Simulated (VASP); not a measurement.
LaTl3, 4 atoms in the cell. It takes space group R-3m (No. 166, trigonal). Conventional cell: a = 6.753 Å, b = 6.753 Å, c = 8.395 Å, α = 90.00°, β = 90.00°, γ = 120.00°. Within 4.4 Å of La (site symmetry -3m) lie 12 Tl at 3.38 to 3.41 Å. Within 4.4 Å of Tl (site symmetry 2/m) lie 4 La at 3.38 to 3.41 Å and 8 Tl at 3.38 to 3.41 Å.  This cell differs from its parent crystal: equal xy, yz and zx shear strains of +1 %.

| Quantity | Value |
| --- | --- |
| Program | VASP 6.6.1 |
| Task | electric field gradients |
| Functional | PBEsol |
| Potentials or basis | VASP PAW PBE potentials, release 64 (La, Tl_d) |
| Cutoff | 400 eV |
| k mesh | 8 × 8 × 8 |
| Occupations | fermi-dirac, width 0.05 eV |
| Spin | no spin polarisation |
| Dipole correction | no |
| Further INCAR settings | ALGO = Normal; EDIFF = 1e-08; NBANDS = 33 |

Potentials or basis: VASP PAW PBE potentials, release 64 (La, Tl_d).

Run with:

```console
$ cat potpaw_PBE.64/La/POTCAR potpaw_PBE.64/Tl_d/POTCAR > POTCAR
$ mpirun -np 1 vasp_std > vasp.out
```

Hardware: 1 thread of Intel(R) Xeon(R) 6975P-C (Granite Rapids), with other jobs on the host.

**Question.** Estimate the wall time of this run.

**Answer.** Run time: 61 s on 1 thread of Intel(R) Xeon(R) 6975P-C (Granite Rapids), with other jobs on the host, peak memory 0.29 GiB. Counts: scf iterations 18, k points 65.
